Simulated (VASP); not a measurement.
Pb:

```xyz
2
Lattice="0.0000 3.4169 3.4169 3.4169 0.0000 3.4169 3.4169 3.4169 0.0000" Properties=species:S:1:pos:R:3 pbc="T T T"
Pb   -0.8542   -0.8542   -0.8542
Pb    0.8542    0.8542    0.8542
```

| Quantity | Value |
| --- | --- |
| Program | VASP 6.6.1 |
| Task | relaxation of cell and atoms |
| Functional | PBE |
| Potentials or basis | VASP PAW PBE potentials, release 64 (Pb_d) |
| Cutoff | 600 eV |
| k mesh | 11 × 11 × 11 |
| Occupations | fermi-dirac, width 0.05 eV |
| Spin | no spin polarisation |

At the start: pressure 3.1 GPa; volume 39.89 Å³/atom.

**Question.** How do energy, volume and symmetry change on relaxing?

**Answer.** Over 3 steps the energy falls by 35.3 meV/atom and the volume is 43.91 Å³/atom (+10.1 %); space group Fd-3m (No. 227, to 0.05 Å).

Step by step:
| step | energy change (eV) | largest force (eV/Å) | pressure (GPa) | volume (Å³) |
| --- | --- | --- | --- | --- |
| 1 | 0.0000 | 0.0000 | 3.08 | 79.79 |
| 2 | -0.0694 | 0.0000 | -0.31 | 88.98 |
| 3 | -0.0706 | 0.0000 | 0.02 | 87.83 |

Final structure:
```cif
data_structure
_symmetry_space_group_name_H-M 'P 1'
_symmetry_Int_Tables_number 1
_cell_length_a 4.9894
_cell_length_b 4.9894
_cell_length_c 4.9894
_cell_angle_alpha 60.000
_cell_angle_beta 60.000
_cell_angle_gamma 60.000
_cell_volume 87.83
loop_
_atom_site_label
_atom_site_type_symbol
_atom_site_fract_x
_atom_site_fract_y
_atom_site_fract_z
_atom_site_occupancy
Pb1 Pb 0.87500 0.87500 0.87500 1
Pb2 Pb 0.12500 0.12500 0.12500 1
```
